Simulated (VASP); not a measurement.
The system is CoSi2.

```xyz
3
Lattice="0.0000 2.7586 2.7586 2.7586 0.0000 2.7586 2.7586 2.7586 0.0000" Properties=species:S:1:pos:R:3 pbc="T T T"
Co    0.0000    0.0000    0.0000
Si    1.3793    1.3793    1.3793
Si    4.1379    4.1379    4.1379
```

Base run:

```yaml
Program: VASP 6.6.1
Functional: PBEsol
Potentials_or_basis: VASP PAW PBE potentials, release 64 (Co, Si)
Cutoff: 520 eV
k_mesh: 14 × 14 × 14
Occupations: gaussian, width 0.15 eV
Spin: collinear spin, ferromagnetic start
Starting_moments: "[1.65, 0.0, 0.0] μB"
Fixed_moment: 1.65 μB
```

Its results: pressure -7.5 GPa; site moments Co +1.08; Si +0.12 μB.

Task: The run is repeated on the same cell with these changes: fixed moment from 1.65 μB to 1.1 μB; moments at the start from [1.65, 0.0, 0.0] to [1.1, 0.0, 0.0]. What comes out?

Result: Pressure -12.3 GPa; site moments Co +0.71; Si +0.08 μB.

Caveats: the cell stands under tension; the PAW data sets were made with another functional, which shifts forces and pressure a little; the total moment is fixed, so each spin has its own Fermi level.
